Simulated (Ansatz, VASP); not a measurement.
Two plane-wave programs on MnS

```
Mn S
1.0
     0.00000    2.60450    2.60450
     2.60450    0.00000    2.60450
     2.60450    2.60450    0.00000
Mn S
1 1
Direct
  0.00000 0.00000 0.00000
  0.50000 0.50000 0.50000
```

Alike in both runs: task single point; functional PBE; k mesh 7 × 7 × 7; occupations fermi-dirac, width 0.05 eV; collinear spin; fixed moment 1 μB.

|  | VASP | Ansatz |
| --- | --- | --- |
| version | VASP 6.6.1 | Ansatz 0.2.0 |
| potentials or method | VASP PAW PBE potentials, release 64 (Mn_sv, S) | Ansatz PAW |
| plane-wave cutoff (eV) | 680 | 420 |
| valence electrons in the cell | 21 | 21 |

```csv
,VASP,Ansatz,Ansatz less VASP
pressure (GPa),-17.8,-17.5,+0.27
net moment per atom (μB),0.50,0.50,0.000
size of the moment on the site where the two differ most (μB),0.97,1.00,+0.030
```

Site moments also hang on the region over which each program counts them. With one functional, cell and mesh, what is left measures potentials, basis and numerics.
